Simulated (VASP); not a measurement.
# Re (C2/c) in VASP: a series of runs

Runs on Re. Level: r2SCAN. Tasks: single point.

Everything below comes from runs of VASP 6.6.1. Logs are shortened: lines on timing, memory, paths and dates and some standing lists are left out, and cuts for length are marked.

## 1. The cell of the first run

The typed cell holds 2 atoms: a = 2.759 Å, b = 2.759 Å, c = 5.245 Å, α = 105.26°, β = 105.26°, γ = 120.00°.

## 2. Single point, r2SCAN (14.70 Å³/atom)

Input file POSCAR:

```
Re
1.0
   -1.8549836704      1.5243655983      1.3595931478
    1.5243655983     -1.8549836704      1.3595931478
    3.4384181208      3.4384181208     -1.9651207523
Re
2
Direct
    0.9583993336      0.0416006664      0.0000000000
    0.7916006664      0.2083993336      0.5000000000
```

Input file INCAR.step1:

```
ALGO = Normal ; EDIFF = 1E-4
ENCUT = 520 ; GGA = PE
ISMEAR = -1 ; LASPH = True
LCHARG = False ; LREAL = False
LWAVE = True ; NBANDS = 14
NELM = 80 ; PREC = Accurate
SIGMA = 0.1
```

Input file INCAR.step2:

```
ALGO = Normal ; EDIFF = 1E-6
ENCUT = 520 ; ISIF = 2
ISMEAR = -1 ; ISTART = 1
LASPH = True ; LCHARG = False
LMIXTAU = True ; LREAL = False
LWAVE = False ; METAGGA = R2SCAN
NBANDS = 14 ; NELM = 80
PREC = Accurate ; SIGMA = 0.1
```

Input file KPOINTS:

```
k-points
0
Gamma
  17 17 8
```

Potentials or basis: VASP PAW PBE potentials, release 64 (Re).

The run is started by

```console
$ cat potpaw_PBE.64/Re/POTCAR > POTCAR
$ cp INCAR.step1 INCAR
$ mpirun -np 1 vasp_std > vasp.out
$ cp INCAR.step2 INCAR
$ mpirun -np 1 vasp_std > vasp.out
```

OUTCAR:

```text
EDIFF = 1E-6
   ENCUT = 520
   ISIF = 2
   ISMEAR = -1
   ISTART = 1
   LASPH = True
   LREAL = False
   METAGGA = R2SCAN
   NELM = 80
   PREC = Accurate

 ion  position               nearest neighbor table
   1  0.958  0.042  0.000-   2 2.74   2 2.74   2 2.74   2 2.74   2 2.74   2 2.74
   2  0.792  0.208  0.500-   1 2.74   1 2.74   1 2.74   1 2.74   1 2.74   1 2.74

  Warning from LATTYP: Got some problem with cell dimensions!
  Tried to take original basis but could not verify dimensions!
  LATTYP: Found a base centered monoclinic cell.
 ALAT       =     2.7590923742
 B/A-ratio  =     1.7321353980
 C/A-ratio  =     1.6162239894
 COS(beta)  =    -0.0003694049

  Lattice vectors:

 A1 = (  -1.8549836704,   1.5243655983,   1.3595931478)
 A2 = (   1.5243655983,  -1.8549836704,   1.3595931478)
 A3 = (   3.1078000487,   3.1078000487,   0.7540655433)

Analysis of symmetry for initial positions (statically):
=====================================================================
 Subroutine PRICEL returns:
 Original cell was already a primitive cell.

 Routine SETGRP: Setting up the symmetry group for a
 base centered monoclinic supercell.

 Subroutine GETGRP returns: Found  4 space group operations
 (whereof  2 operations were pure point group operations)
 out of a pool of  4 trial point group operations.

The static configuration has the point symmetry C_2 .
 The point group associated with its full space group is C_2h.

Analysis of symmetry for dynamics (positions and initial velocities):
=====================================================================
 Subroutine PRICEL returns:
 Original cell was already a primitive cell.

 Routine SETGRP: Setting up the symmetry group for a
 base centered monoclinic supercell.

 Subroutine GETGRP returns: Found  4 space group operations
 (whereof  2 operations were pure point group operations)
 out of a pool of  4 trial point group operations.

The dynamic configuration has the point symmetry C_2 .
 The point group associated with its full space group is C_2h.

 Subroutine INISYM returns: Found  4 space group operations
 (whereof  2 operations are pure point group operations),
 and found     1 'primitive' translations

----------------------------------------------------------------------------------------

                                     Primitive cell

  volume of cell :      29.4003

  direct lattice vectors                    reciprocal lattice vectors
    -1.854983670  1.524365598  1.359593148    -0.035019440  0.260895519  0.395220701
     1.524365598 -1.854983670  1.359593148     0.260895519 -0.035019440  0.395220701
     3.438418121  3.438418121 -1.965120752     0.156275164  0.156275164  0.038002099

  length of vectors
     2.759193437  2.759193437  5.244724770     0.474860227  0.474860227  0.224249891

  position of ions in fractional coordinates (direct lattice)
     0.958399334  0.041600666  0.000000000
     0.791600666  0.208399334  0.500000000

  ion indices of the primitive-cell ions
   primitive index   ion index
                 1           1
                 2           2

----------------------------------------------------------------------------------------

 KPOINTS: k-points

Automatic generation of k-mesh.
 Grid dimensions read from file:
 generate k-points for:   17   17    8

 Generating k-lattice:

  Cartesian coordinates                     Fractional coordinates (reciprocal lattice)
    -0.002059967  0.015346795  0.023248277     0.058823529  0.000000000  0.000000000
     0.015346795 -0.002059967  0.023248277     0.000000000  0.058823529  0.000000000
     0.019534396  0.019534396  0.004750262     0.000000000  0.000000000  0.125000000

  Length of vectors
     0.027932955  0.027932955  0.028031236

  Shift w.r.t. Gamma in fractional coordinates (k-lattice)
     0.000000000  0.000000000  0.000000000

 Subroutine IBZKPT returns following result:
 ===========================================

 Found    621 irreducible k-points:

 Following reciprocal coordinates:
            Coordinates               Weight
  0.000000  0.000000  0.000000      1.000000
  0.058824  0.000000  0.000000      4.000000
  0.117647  0.000000  0.000000      4.000000
  0.176471  0.000000 -0.000000      4.000000
  0.235294  0.000000  0.000000      4.000000
  0.294118 -0.000000 -0.000000      4.000000
[... 16 lines left out ...]
 -0.176471  0.058824 -0.000000      4.000000
 -0.117647  0.058824  0.000000      4.000000
 [... further k-points ...]
   k-points           NKPTS =    621   k-points in BZ     NKDIM =    621   number of bands    NBANDS=     14
   number of dos      NEDOS =    301   number of ions     NIONS =      2
   total plane-waves  NPLWV =  23040
   dimension x,y,z NGX =    24 NGY =   24 NGZ =   40
   dimension x,y,z NGXF=    48 NGYF=   48 NGZF=   80
   ions per type =               2
   NGX,Y,Z   is equivalent  to a cutoff of  14.46, 14.46, 12.68 a.u.
   NGXF,Y,Z  is equivalent  to a cutoff of  28.92, 28.92, 25.36 a.u.
 SYSTEM =  unknown system
   PREC   = accura    normal or accurate (medium, high low for compatibility)
   ISTART =      1    job   : 0-new  1-cont  2-samecut
   ICHARG =      0    charge: 1-file 2-atom 10-const
   ISPIN  =      1    spin polarized calculation?
   LNONCOLLINEAR =      F non collinear calculations
   LSORBIT =      F    spin-orbit coupling
   LASPH  =      T    aspherical Exc in radial PAW
   ENCUT  =  520.0 eV  38.22 Ry    6.18 a.u.   5.13  5.13  9.75*2*pi/ulx,y,z
   NELM   =     80;   NELMIN=  2; NELMDL=  0     # of ELM steps
   EDIFF  = 0.1E-05   stopping-criterion for ELM
   LREAL  =      F    real-space projection
   EDIFFG = 0.1E-04   stopping-criterion for IOM
   NSW    =      0    number of steps for IOM
   IBRION =     -1    ionic relax: 0-MD 1-quasi-New 2-CG
   NFREE  =      0    steps in history (QN), initial steepest desc. (CG)
   ISIF   =      2    stress and relaxation
   ISYM   =      2    0-nonsym 1-usesym 2-fastsym
   POTIM  = 0.5000    time-step for ionic-motion
   TEBEG  =    0.0;   TEEND  =   0.0 temperature during run
   PSTRESS=    0.0 pullay stress
   NELECT =      14.0000    total number of electrons
   NUPDOWN=      -1.0000    fix difference up-down
   EMIN   =  10.00;   EMAX   =-10.00  energy-range for DOS
   EFERMI =   0.00;   METHOD = LEGACY
   ISMEAR =    -1;   SIGMA  =   0.10  broadening in eV -4-tet -1-fermi 0-gaus
   EFERMI_NEDOS =   21; number of points for ismear=-14 and -15
   IALGO  =     38    algorithm
   IMIX   =      4    mixing-type and parameters
     AMIX     =   0.40;   BMIX     =  1.00
     AMIX_MAG =   1.60;   BMIX_MAG =  1.00
  volume/ion in A,a.u.               =      14.70        99.20
  Fermi-wavevector in a.u.,A,eV,Ry     =   1.278400  2.415826 22.236096  1.634307
  Thomas-Fermi vector in A             =   2.410945
   LORBIT       =      0    0 simple, 1 ext, 2 COOP (PROOUT), +10 PAW based schemes
   METAGGA = R2SCAN    functional components
   LHFCALC =     F    Hartree Fock is set to
   AEXX    =    0.0000 exact exchange contribution
   IVDW    =     0    specifies the selected vdW correction
   LEPSILON=     F    determine dielectric tensor
   LRPA    =     F    only Hartree local field effects (RPA)
 non-spin polarized calculation
  energy-cutoff  :      520.00
  volume of cell :       29.40
 maximum number of plane-waves:       808
 NGX is ok and might be reduce to    24
   NGX = 11   NGY = 11   NGZ = 19

 number of electron      14.0000001 magnetization

 Free energy of the ion-electron system (eV)
  ---------------------------------------------------
  ext. energy  EPLUGINS =         0.00000000
  ---------------------------------------------------
  free energy    TOTEN  =      -104.92638778 eV

  energy without entropy =     -104.87523401  energy(sigma->0) =     -104.90081089

 E-fermi :   7.6981     XC(G=0): -14.9956

 val. band max:        7.6970481663   @ k =  -0.2353   0.1765  -0.0000
 cond. band min:       7.6984856123   @ k =  -0.2353   0.3529   0.3750
 fundamental gap:      0.0014374461
 Fermi energy:         7.6981028189

 k-point     1 :       0.0000    0.0000    0.0000
  band No.  band energies     occupation
      1      -2.6547      2.00000
      2       0.7575      2.00000
      3       6.0431      2.00000
      4       6.0707      2.00000
      5       6.0731      2.00000
      6       6.9345      1.99904
      7       6.9349      1.99903
      8       7.9206      0.19504
      9       7.9257      0.18633
     10       8.2380      0.00901
     11      11.2189      0.00000
     12      11.2239      0.00000
     13      18.2548      0.00000
     14      22.5243      0.00000

 k-point     2 :       0.0588    0.0000    0.0000
  band No.  band energies     occupation
      1      -2.4627      2.00000
      2       0.9008      2.00000
      3       5.6421      2.00000
      4       6.1791      2.00000
      5       6.3559      2.00000
      6       6.7680      1.99982
      7       7.0326      1.99743
      8       7.5740      1.55144
      9       7.8772      0.28598
     10       7.9535      0.14427
     11      11.3021      0.00000
     12      11.8398      0.00000
     13      18.4363      0.00000
     14      22.7327      0.00000

 k-point     3 :       0.1176    0.0000    0.0000
  band No.  band energies     occupation
      1      -1.9087      2.00000
      2       1.3062      2.00000
      3       5.1882      2.00000
      4       5.9361      2.00000
      5       6.3196      2.00000
      6       6.4577      1.99999
      7       7.0272      1.99756
      8       7.2891      1.96706
      9       7.8670      0.31183
     10       7.9930      0.09959
     11      11.4661      0.00000
     12      12.8403      0.00000
     13      18.9466      0.00000
     14      23.3726      0.00000

 k-point     4 :       0.1765    0.0000   -0.0000
  band No.  band energies     occupation
      1      -1.0685      2.00000
      2       1.8772      2.00000
      3       4.7476      2.00000
      4       4.8116      2.00000
      5       5.8664      2.00000
      6       6.7177      1.99989
      7       6.8636      1.99953
      8       7.6503      1.23474
      9       8.1930      0.01408
     10       8.3475      0.00302
     11      11.5718      0.00000
     12      13.5519      0.00000
     13      19.6416      0.00000
     14      24.2930      0.00000

 k-point     5 :       0.2353    0.0000    0.0000
  band No.  band energies     occupation
      1      -0.1089      2.00000
      2       2.3533      2.00000
      3       3.7620      2.00000
      4       4.6970      2.00000
      5       5.3564      2.00000
      6       6.7388      1.99986
      7       6.8099      1.99972
      8       8.2324      0.00952
      9       8.8674      0.00002
     10       8.9611      0.00001
     11      11.5323      0.00000
[... 276 lines left out ...]
 k-point    22 :      -0.2353    0.0588   -0.0000
  band No.  band energies     occupation
      1      -0.6000      2.00000
      2       2.2461      2.00000
      3       4.2673      2.00000
      4       4.5539      2.00000
      5       5.7275      2.00000
      6       6.5984      1.99997
      7       6.9552      1.99881
      8       7.8977      0.23923
      9       8.4378      0.00123
     10       8.7021      0.00009
     11      11.6002      0.00000
     12      14.1985      0.00000
     13      19.5942      0.00000
     14      24.6685      0.00000

 k-point    23 :      -0.1765    0.0588   -0.0000
  band No.  band energies     occupation
      1      -1.5030      2.00000
      2       1.6667      2.00000
      3       4.8567      2.00000
      4       5.3816      2.00000
      5       6.2786      2.00000
      6       6.6492      1.99994
      7       6.8939      1.99936
      8       7.4628      1.82639
      9       7.9692      0.12469
     10       8.0257      0.07279
     11      11.5466      0.00000
     12      13.6663      0.00000
     13      18.9107      0.00000
     14      24.1254      0.00000

 k-point    24 :      -0.1176    0.0588    0.0000
  band No.  band energies     occupation
      1      -2.1724      2.00000
      2       1.1686      2.00000
      3       5.2944      2.00000
      4       6.4179      1.99999
      5       6.4782      1.99999
      6       6.5650      1.99998
      7       6.9748      1.99856
      8       7.2701      1.97269
      9       7.5988      1.45942
     10       7.9462      0.15437
     11      11.4105      0.00000
     12      12.7478      0.00000
     13      18.4135      0.00000
     14      23.3459      0.00000

 [... further k-points ...]

------------------------ aborting loop because EDIFF is reached ----------------------------------------

  FORCE on cell =-STRESS in cart. coord.  units (eV):
  Direction    XX          YY          ZZ          XY          YZ          ZX
  --------------------------------------------------------------------------------------
  -------------------------------------------------------------------------------------
  Total        0.0400604      0.0400604      0.0151918      0.0025714      0.0067462      0.0067461
  in kB        2.1831001      2.1831001      0.8278803      0.1401288      0.3676332      0.3676327
  external PRESSURE =       1.7313602 kB  Pullay stress =       0.0000000 kB

 VOLUME and BASIS-vectors are now :
 -----------------------------------------------------------------------------
  energy-cutoff  :      520.00
  volume of cell :       29.40
      direct lattice vectors                 reciprocal lattice vectors
    -1.854983670  1.524365598  1.359593148    -0.035019440  0.260895519  0.395220701
     1.524365598 -1.854983670  1.359593148     0.260895519 -0.035019440  0.395220701
     3.438418121  3.438418121 -1.965120752     0.156275164  0.156275164  0.038002099

 POSITION                                       TOTAL-FORCE (eV/Angst)
 -----------------------------------------------------------------------------------
     -1.71440      1.38378      1.35959         0.000528     -0.000528     -0.000000
      0.56848      2.53932      0.37703        -0.000528      0.000528      0.000000
 -----------------------------------------------------------------------------------
    total drift:                               -0.000000     -0.000000      0.000000

  FREE ENERGIE OF THE ION-ELECTRON SYSTEM (eV)
  ---------------------------------------------------
  free  energy   TOTEN  =      -104.9263877751 eV

  energy  without entropy=     -104.8752340107  energy(sigma->0) =     -104.90081089
```

It took 5.1 min on 1 thread of Intel Xeon 6975P-C (Granite Rapids), shared host; peak memory 0.35 GiB.

Results:

```yaml
Free_energy: -104.9264 eV
Pressure: 0.2 GPa
Band_gap_on_the_k_mesh: zero (bands 7 and 8 overlap by 3.30 eV)
```

Caveat: the PAW data sets were made with another functional, which shifts forces and pressure a little; spin-orbit coupling is left out, which moves the levels of the heavy elements.

## 3. Single point, r2SCAN (15.29 Å³/atom)

This run uses another cell than the first one, of 15.29 Å³/atom.

Input file POSCAR:

```
Re
1.0
   -1.8793941496      1.5444253408      1.3774845831
    1.5444253408     -1.8793941496      1.3774845831
    3.4836656533      3.4836656533     -1.9909805698
Re
2
Direct
    0.9583993336      0.0416006664      0.0000000000
    0.7916006664      0.2083993336      0.5000000000
```

Input file INCAR.step1:

```
SYSTEM = Re
PREC = Accurate
ENCUT = 520
ISMEAR = -1
SIGMA = 0.1
LREAL = .FALSE.
LASPH = .TRUE.
NELM = 100
NBANDS = 14
GGA = PE
ALGO = Normal
EDIFF = 1E-4
LWAVE = .TRUE.
LCHARG = .FALSE.
```

Input file INCAR.step2:

```
SYSTEM = Re
PREC = Accurate
ENCUT = 520
EDIFF = 1E-7
ISMEAR = -1
SIGMA = 0.1
LREAL = .FALSE.
LASPH = .TRUE.
NELM = 100
ALGO = Normal
ISIF = 2
LWAVE = .FALSE.
LCHARG = .TRUE.
METAGGA = R2SCAN
LMIXTAU = .TRUE.
LELF = .TRUE.
LVHAR = .TRUE.
NBANDS = 14
ISTART = 1
```

Input file KPOINTS:

```
regular mesh
0
G
  17 17 8
  0 0 0
```

Potentials or basis: VASP PAW PBE potentials, release 64 (Re).

The run is started by

```console
$ cat potpaw_PBE.64/Re/POTCAR > POTCAR
$ cp INCAR.step1 INCAR
$ mpirun -np 1 vasp_std > vasp.out
$ cp INCAR.step2 INCAR
$ mpirun -np 1 vasp_std > vasp.out
```

It took 5.8 min on 1 thread of Intel Xeon 6975P-C (Granite Rapids), shared host; peak memory 0.35 GiB.

Results (log left out):

```
Free energy            : -104.8745 eV
Pressure               : -14.1 GPa
Band gap on the k mesh : zero (bands 7 and 8 overlap by 3.07 eV)
```

Stress tensor (GPa, compression positive):
```
-14.05  -0.02   0.03
 -0.02 -14.05   0.03
  0.03   0.03 -14.13
```

Levels at points of the mesh, in eV from the Fermi level:
| k point | band 4 | band 5 | band 6 | band 7 | band 8 | band 9 | band 10 | band 11 |
| --- | --- | --- | --- | --- | --- | --- | --- | --- |
| (0.00, 0.00, 0.00) | -1.52 | -1.52 | -0.71 | -0.71 | 0.22 | 0.22 | 0.46 | 3.34 |
| (0.00, 0.00, 0.50) | -2.40 | -1.65 | -1.65 | -1.65 | -1.65 | 2.52 | 2.52 | 2.52 |

Caveat: the cell stands under tension; the PAW data sets were made with another functional, which shifts forces and pressure a little; spin-orbit coupling is left out, which moves the levels of the heavy elements.

[end of part 1 of 2]
